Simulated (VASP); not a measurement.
A run of VASP 6.6.1:

File INCAR:

```
SYSTEM = CuO
ALGO     = Normal         ! electronic algorithm
EDIFF    = 1E-7           ! SCF threshold, eV
ENCUT    = 520            ! plane-wave cutoff, eV
GGA      = PS             ! functional
ISIF     = 2              ! what is computed and relaxed
ISMEAR   = 0              ! smearing method
LASPH    = .TRUE.         ! aspherical terms in the spheres
LCHARG   = .TRUE.         ! write CHGCAR
LELF     = .TRUE.         ! ELF
LREAL    = .FALSE.        ! projectors in reciprocal space
LVHAR    = .TRUE.       
LWAVE    = .FALSE.        ! write WAVECAR
NBANDS   = 25             ! bands
NELM     = 60             ! most SCF steps
PREC     = Accurate       ! precision mode
SIGMA    = 0.01           ! smearing width, eV
```

File KPOINTS:

```
k-points
0
G
  8 8 4
  0 0 0
```

The input POSCAR:

```
CuO
1.0
    2.3446500000     -1.7134000000      0.0000000000
    2.3446500000      1.7134000000      0.0000000000
   -0.8605500000      0.0000000000      5.0594400000
Cu O
2 2
Direct
    0.0032000000      0.4968000000      0.0000000000
    0.4968000000      0.0032000000      0.5000000000
    0.5714000000      0.4056000000      0.2537000000
    0.4056000000      0.5714000000      0.7537000000
```

Potentials or basis: VASP PAW PBE potentials, release 64 (Cu, O).

Run with:

```console
$ cat potpaw_PBE.64/Cu/POTCAR potpaw_PBE.64/O/POTCAR > POTCAR
$ mpirun -np 1 vasp_std > vasp.out
```

Hardware: 1 thread of AMD EPYC 9R45 96-Core Processor (Zen 5), with other jobs on the host.

How long does it take, and how much memory?

It took 50 s on 1 thread of AMD EPYC 9R45 96-Core Processor (Zen 5), with other jobs on the host, peak memory 0.17 GiB. Counts: scf iterations 16, k points 78.
